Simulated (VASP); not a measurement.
# LiCl (P6_3mc) in VASP: further runs, part 2 of 2

VASP 6.6.1. The steps go on from the part before.

### Step 5. Single point, r2SCAN (volume changed by -3%)

File POSCAR:

```
LiCl
1.0
    3.8544069755      0.0000000000      0.0000000000
   -1.9272034878      3.3380143573      0.0000000000
    0.0000000000      0.0000000000      6.1629854784
Li Cl
2 2
Direct
    0.6666666667      0.3333333333      0.8780761498
    0.3333333333      0.6666666667      0.3780761498
    0.6666666667      0.3333333333      0.4969248502
    0.3333333333      0.6666666667      0.9969248502
```

File INCAR.step1:

```
SYSTEM = LiCl
  ALGO = Normal
  EDIFF = 1E-4
  ENCUT = 520
  GGA = PE
  ISMEAR = 0
  LASPH = .True.
  LCHARG = .False.
  LREAL = .False.
  LWAVE = .True.
  NBANDS = 18
  NELM = 80
  PREC = Accurate
  SIGMA = 0.01
```

File INCAR.step2:

```
SYSTEM = LiCl
  ALGO = Normal
  EDIFF = 1E-6
  ENCUT = 520
  ISIF = 2
  ISMEAR = 0
  ISTART = 1
  LASPH = .True.
  LCHARG = .True.
  LELF = .True.
  LMIXTAU = .True.
  LREAL = .False.
  LVHAR = .True.
  LWAVE = .False.
  METAGGA = R2SCAN
  NBANDS = 18
  NELM = 80
  PREC = Accurate
  SIGMA = 0.01
```

File KPOINTS:

```
k-points
0
Gamma
  6 6 4
  0 0 0
```

Potentials or basis: VASP PAW PBE potentials, release 64 (Li_sv, Cl).

Launch:

```sh
$ cat potpaw_PBE.64/Li_sv/POTCAR potpaw_PBE.64/Cl/POTCAR > POTCAR
$ cp INCAR.step1 INCAR
$ mpirun -np 1 vasp_std > vasp.out
$ cp INCAR.step2 INCAR
$ mpirun -np 1 vasp_std > vasp.out
```

OUTCAR:

```text
SYSTEM = LiCl
   EDIFF = 1E-6
   ENCUT = 520
   ISIF = 2
   ISMEAR = 0
   ISTART = 1
   LASPH = .True.
   LREAL = .False.
   METAGGA = R2SCAN
   NELM = 80
   PREC = Accurate

 ion  position               nearest neighbor table
   1  0.667  0.333  0.878-   4 2.34   4 2.34   4 2.34   3 2.35
   2  0.333  0.667  0.378-   3 2.34   3 2.34   3 2.34   4 2.35
   3  0.667  0.333  0.497-   2 2.34   2 2.34   2 2.34   1 2.35
   4  0.333  0.667  0.997-   1 2.34   1 2.34   1 2.34   2 2.35

  LATTYP: Found a hexagonal cell.
 ALAT       =     3.8544069755
 C/A-ratio  =     1.5989451860

  Lattice vectors:

 A1 = (   3.8544069755,   0.0000000000,   0.0000000000)
 A2 = (  -1.9272034878,   3.3380143573,   0.0000000000)
 A3 = (   0.0000000000,   0.0000000000,   6.1629854784)

Analysis of symmetry for initial positions (statically):
=====================================================================
 Subroutine PRICEL returns:
 Original cell was already a primitive cell.

 Routine SETGRP: Setting up the symmetry group for a
 hexagonal supercell.

 Subroutine GETGRP returns: Found 12 space group operations
 (whereof  6 operations were pure point group operations)
 out of a pool of 24 trial point group operations.

The static configuration has the point symmetry C_3v.
 The point group associated with its full space group is C_6v.

Analysis of symmetry for dynamics (positions and initial velocities):
=====================================================================
 Subroutine PRICEL returns:
 Original cell was already a primitive cell.

 Routine SETGRP: Setting up the symmetry group for a
 hexagonal supercell.

 Subroutine GETGRP returns: Found 12 space group operations
 (whereof  6 operations were pure point group operations)
 out of a pool of 24 trial point group operations.

[... 118 lines left out ...]
   IALGO  =     38    algorithm
   IMIX   =      4    mixing-type and parameters
     AMIX     =   0.40;   BMIX     =  1.00
     AMIX_MAG =   1.60;   BMIX_MAG =  1.00
  volume/ion in A,a.u.               =      19.82       133.77
  Fermi-wavevector in a.u.,A,eV,Ry     =   1.034362  1.954661 14.556936  1.069905
  Thomas-Fermi vector in A             =   2.168653
   LORBIT       =      0    0 simple, 1 ext, 2 COOP (PROOUT), +10 PAW based schemes
   METAGGA = R2SCAN    functional components
   LHFCALC =     F    Hartree Fock is set to
   AEXX    =    0.0000 exact exchange contribution
   IVDW    =     0    specifies the selected vdW correction
   LEPSILON=     F    determine dielectric tensor
   LRPA    =     F    only Hartree local field effects (RPA)
 non-spin polarized calculation
 Gauss-broadening in eV      SIGMA  =   0.01
  energy-cutoff  :      520.00
  volume of cell :       79.29
 maximum number of plane-waves:      2151
 NGX is ok and might be reduce to    30
   NGX = 15   NGY = 15   NGZ = 23

 number of electron      19.9999989 magnetization

 Free energy of the ion-electron system (eV)
  ---------------------------------------------------
  ext. energy  EPLUGINS =         0.00000000
  ---------------------------------------------------
  free energy    TOTEN  =       -25.16980425 eV

  energy without entropy =      -25.16980425  energy(sigma->0) =      -25.16980425

 E-fermi :  -1.1743     XC(G=0):  -8.2824

 val. band max:       -1.3278640091   @ k =   0.0000   0.0000   0.0000
 cond. band min:       5.5268100628   @ k =   0.0000   0.0000   0.0000
 fundamental gap:      6.8546740719
 Fermi energy:        -1.1743251453

 k-point     1 :       0.0000    0.0000    0.0000
  band No.  band energies     occupation
      1     -45.4562      2.00000
      2     -45.4542      2.00000
      3     -14.7632      2.00000
      4     -14.4082      2.00000
      5      -3.5596      2.00000
      6      -1.7718      2.00000
[... 418 lines left out ...]
      5      -2.9442      2.00000
      6      -2.9442      2.00000
[... 10 lines left out ...]
     17      11.9355      0.00000
     18      11.9355      0.00000

------------------------ aborting loop because EDIFF is reached ----------------------------------------

  FORCE on cell =-STRESS in cart. coord.  units (eV):
  Direction    XX          YY          ZZ          XY          YZ          ZX
  --------------------------------------------------------------------------------------
  -------------------------------------------------------------------------------------
  Total        0.3157826      0.3157826      0.3165581     -0.0000000      0.0000000      0.0000000
  in kB        6.3806049      6.3806049      6.3962750     -0.0000000      0.0000000      0.0000000
  external PRESSURE =       6.3858283 kB  Pullay stress =       0.0000000 kB

 VOLUME and BASIS-vectors are now :
 -----------------------------------------------------------------------------
  energy-cutoff  :      520.00
  volume of cell :       79.29
      direct lattice vectors                 reciprocal lattice vectors
     3.854406975  0.000000000  0.000000000     0.259443283  0.149789649  0.000000000
    -1.927203488  3.338014357  0.000000000     0.000000000  0.299579299  0.000000000
     0.000000000  0.000000000  6.162985478     0.000000000  0.000000000  0.162259023

 POSITION                                       TOTAL-FORCE (eV/Angst)
 -----------------------------------------------------------------------------------
      1.92720      1.11267      5.41157         0.000000      0.000000      0.007639
     -0.00000      2.22534      2.33008        -0.000000     -0.000000      0.007639
      1.92720      1.11267      3.06254        -0.000000      0.000000     -0.007639
     -0.00000      2.22534      6.14403         0.000000     -0.000000     -0.007639
 -----------------------------------------------------------------------------------
    total drift:                               -0.000000     -0.000000      0.039619

  FREE ENERGIE OF THE ION-ELECTRON SYSTEM (eV)
  ---------------------------------------------------
  free  energy   TOTEN  =       -25.1698042539 eV

  energy  without entropy=      -25.1698042539  energy(sigma->0) =      -25.16980425
```

OUTCAR.step1:

```text
SYSTEM = LiCl
   EDIFF = 1E-4
   ENCUT = 520
   GGA = PE
   ISMEAR = 0
   LASPH = .True.
   LREAL = .False.
   NELM = 80
[... 665 lines left out ...]
     -0.00000      2.22534      2.33008        -0.000000     -0.000000      0.002195
      1.92720      1.11267      3.06254        -0.000000     -0.000000     -0.002195
     -0.00000      2.22534      6.14403         0.000000      0.000000     -0.002195
 -----------------------------------------------------------------------------------
    total drift:                               -0.000000     -0.000001     -0.000726

  FREE ENERGIE OF THE ION-ELECTRON SYSTEM (eV)
  ---------------------------------------------------
  free  energy   TOTEN  =       -14.8505570447 eV

  energy  without entropy=      -14.8505570447  energy(sigma->0) =      -14.85055704
```

Wall time 78 s (1 thread of Intel Xeon 6975P-C (Granite Rapids), shared host); peak memory 0.2 GiB.

Results:

- Free energy: -25.1698 eV
- Largest force: 0.008 eV/Å
- Band gap on the k mesh: 6.85 eV, direct

Forces in eV/Å, atoms in the order of the input:
```
Li   0.000  0.000  0.008
Li   0.000  0.000  0.008
Cl   0.000  0.000 -0.008
Cl   0.000  0.000 -0.008
```

Caveat: the cell differs from its parent crystal (volume changed by -3%); the cutoff is under 1.25 times the usual one of these potentials, so pressure, stress and relaxed cells hold a basis-set (Pulay) error; the PAW data sets were made with another functional, which shifts forces and pressure a little.

### Step 6. Single point, r2SCAN

This run uses another cell than the first one, of 20.44 Å³/atom, 0.946 times its volume.

File POSCAR:

```
LiCl
1.0
    3.8937403756      0.0000000000      0.0000000000
   -1.9468701878      3.3720780810      0.0000000000
    0.0000000000      0.0000000000      6.2258774291
Li Cl
2 2
Direct
    0.6666666667      0.3333333333      0.8780761498
    0.3333333333      0.6666666667      0.3780761498
    0.6666666667      0.3333333333      0.4969248502
    0.3333333333      0.6666666667      0.9969248502
```

File INCAR.step1:

```
PREC = Accurate ; ENCUT = 520
ISMEAR = 0 ; SIGMA = 0.01
LREAL = F ; LASPH = T
NELM = 60 ; NBANDS = 18
GGA = PE ; ALGO = Normal
EDIFF = 1E-4 ; LWAVE = T
LCHARG = F
```

File INCAR.step2:

```
PREC = Accurate ; ENCUT = 520
EDIFF = 1E-6 ; ISMEAR = 0
SIGMA = 0.01 ; LREAL = F
LASPH = T ; NELM = 60
ALGO = Normal ; ISIF = 2
LWAVE = F ; LCHARG = T
METAGGA = R2SCAN ; LMIXTAU = T
LELF = T ; LVHAR = T
NBANDS = 18 ; ISTART = 1
```

File KPOINTS:

```
Automatic mesh
0
Gamma
  6 6 4
```

Potentials or basis: VASP PAW PBE potentials, release 64 (Li_sv, Cl).

Launch:

```sh
$ cat potpaw_PBE.64/Li_sv/POTCAR potpaw_PBE.64/Cl/POTCAR > POTCAR
$ cp INCAR.step1 INCAR
$ mpirun -np 1 vasp_std > vasp.out
$ cp INCAR.step2 INCAR
$ mpirun -np 1 vasp_std > vasp.out
```

OUTCAR:

```text
PREC = Accurate
   ENCUT = 520
   EDIFF = 1E-6
   ISMEAR = 0
   LREAL = F
   LASPH = T
   NELM = 60
   ISIF = 2
   METAGGA = R2SCAN
   ISTART = 1

 ion  position               nearest neighbor table
   1  0.667  0.333  0.878-   4 2.37   4 2.37   4 2.37   3 2.37
   2  0.333  0.667  0.378-   3 2.37   3 2.37   3 2.37   4 2.37
   3  0.667  0.333  0.497-   2 2.37   2 2.37   2 2.37   1 2.37
   4  0.333  0.667  0.997-   1 2.37   1 2.37   1 2.37   2 2.37

  LATTYP: Found a hexagonal cell.
 ALAT       =     3.8937403756
 C/A-ratio  =     1.5989451860

  Lattice vectors:

 A1 = (   3.8937403756,   0.0000000000,   0.0000000000)
 A2 = (  -1.9468701878,   3.3720780810,   0.0000000000)
 A3 = (   0.0000000000,   0.0000000000,   6.2258774291)

Analysis of symmetry for initial positions (statically):
=====================================================================
 Subroutine PRICEL returns:
 Original cell was already a primitive cell.

 Routine SETGRP: Setting up the symmetry group for a
 hexagonal supercell.

[... 167 lines left out ...]
  energy without entropy =      -25.17433366  energy(sigma->0) =      -25.17433366

 E-fermi :  -1.3180     XC(G=0):  -8.1512

 val. band max:       -1.5101460560   @ k =   0.0000   0.0000   0.0000
 cond. band min:       5.2303799767   @ k =   0.0000   0.0000   0.0000
 fundamental gap:      6.7405260328
 Fermi energy:        -1.3179746647

 k-point     1 :       0.0000    0.0000    0.0000
  band No.  band energies     occupation
      1     -45.6998      2.00000
      2     -45.6982      2.00000
      3     -14.8721      2.00000
      4     -14.5428      2.00000
      5      -3.6378      2.00000
      6      -1.9327      2.00000
[... 418 lines left out ...]
      5      -3.0563      2.00000
      6      -3.0563      2.00000
[... 10 lines left out ...]
     17      11.6849      0.00000
     18      11.6849      0.00000

------------------------ aborting loop because EDIFF is reached ----------------------------------------

  FORCE on cell =-STRESS in cart. coord.  units (eV):
  Direction    XX          YY          ZZ          XY          YZ          ZX
  --------------------------------------------------------------------------------------
  -------------------------------------------------------------------------------------
  Total       -0.1239870     -0.1239870     -0.1479754      0.0000000      0.0000000      0.0000000
  in kB       -2.4300856     -2.4300856     -2.9002457      0.0000000      0.0000000      0.0000000
  external PRESSURE =      -2.5868057 kB  Pullay stress =       0.0000000 kB

 VOLUME and BASIS-vectors are now :
 -----------------------------------------------------------------------------
  energy-cutoff  :      520.00
  volume of cell :       81.75
      direct lattice vectors                 reciprocal lattice vectors
     3.893740376  0.000000000  0.000000000     0.256822465  0.148276519  0.000000000
    -1.946870188  3.372078081  0.000000000     0.000000000  0.296553038  0.000000000
     0.000000000  0.000000000  6.225877429     0.000000000  0.000000000  0.160619931

 POSITION                                       TOTAL-FORCE (eV/Angst)
 -----------------------------------------------------------------------------------
      1.94687      1.12403      5.46679         0.000000      0.000000     -0.004016
     -0.00000      2.24805      2.35386         0.000000      0.000000     -0.004016
      1.94687      1.12403      3.09379         0.000000     -0.000000      0.004016
     -0.00000      2.24805      6.20673        -0.000000      0.000000      0.004016
 -----------------------------------------------------------------------------------
    total drift:                                0.000000      0.000000     -0.012079

  FREE ENERGIE OF THE ION-ELECTRON SYSTEM (eV)
  ---------------------------------------------------
  free  energy   TOTEN  =       -25.1743336608 eV

  energy  without entropy=      -25.1743336608  energy(sigma->0) =      -25.17433366
```

OUTCAR.step1:

```text
PREC = Accurate
   ENCUT = 520
   ISMEAR = 0
   LREAL = F
[... 667 lines left out ...]
      1.94687      1.12403      5.46679        -0.000000      0.000000      0.000976
     -0.00000      2.24805      2.35386         0.000000     -0.000000      0.000976
      1.94687      1.12403      3.09379         0.000000     -0.000000     -0.000976
     -0.00000      2.24805      6.20673        -0.000000      0.000000     -0.000976
 -----------------------------------------------------------------------------------
    total drift:                               -0.000000     -0.000000     -0.000453

  FREE ENERGIE OF THE ION-ELECTRON SYSTEM (eV)
  ---------------------------------------------------
  free  energy   TOTEN  =       -14.8677892395 eV

  energy  without entropy=      -14.8677892395  energy(sigma->0) =      -14.86778924
```

Run time: 89 s. Hardware: 1 thread of Intel Xeon 6975P-C (Granite Rapids), shared host; peak memory 0.2 GiB.

What came out:

```yaml
Free_energy: -25.1743 eV
Largest_force: 0.004 eV/Å
Band_gap_on_the_k_mesh: 6.74 eV, direct
```

Forces on the atoms (eV/Å):
```
Li   0.000  0.000 -0.004
Li   0.000  0.000 -0.004
Cl   0.000  0.000  0.004
Cl   0.000  0.000  0.004
```

Levels at points of the mesh, in eV from the valence-band top:
```tsv
k point	band 8	band 9	band 10	band 11	band 12	band 13
(0.00, 0.00, 0.00)	-0.09	-0.09	0.00	6.74	9.07	10.80
(0.50, 0.00, 0.00)	-0.96	-0.61	-0.36	8.46	8.61	9.96
(0.00, 0.00, 0.50)	-0.26	-0.26	-0.26	8.07	8.07	11.00
(0.50, 0.00, 0.50)	-0.68	-0.61	-0.61	8.03	8.03	10.70
```

Caveat: the cutoff is under 1.25 times the usual one of these potentials, so pressure, stress and relaxed cells hold a basis-set (Pulay) error; the PAW data sets were made with another functional, which shifts forces and pressure a little.

### Step 7. Overview

| level | cell | gap on the mesh (eV) | largest force (eV/Å) |
| --- | --- | --- | --- |
| PBE | a = 3.964, b = 3.964, c = 6.352 Å, angles 90.0, 90.0, 120.0°, 4 atoms | 5.85 | - |
| PBE | a = 4.002, b = 4.002, c = 6.413 Å, angles 90.0, 90.0, 120.0°, 4 atoms | 5.75 | - |
| r2SCAN | a = 3.814, b = 3.814, c = 6.099 Å, angles 90.0, 90.0, 120.0°, 4 atoms | 6.98 | 0.01 |
| r2SCAN | a = 3.854, b = 3.854, c = 6.163 Å, angles 90.0, 90.0, 120.0°, 4 atoms | 6.85 | 0.01 |
| r2SCAN | a = 3.894, b = 3.894, c = 6.226 Å, angles 90.0, 90.0, 120.0°, 4 atoms | 6.74 | - |

Alike in all rows: task single point; potentials or basis VASP PAW PBE potentials, release 64 (Li_sv, Cl); no spin polarisation; k mesh 6 × 6 × 4; cutoff (eV) 520; smearing gaussian 0.01 eV.

Caveats: the cutoff is under 1.25 times the usual one of these potentials, so pressure, stress and relaxed cells hold a basis-set (Pulay) error; the PAW data sets were made with another functional, which shifts forces and pressure a little (some runs).

Absolute energies hang on the potentials; compare differences alone.
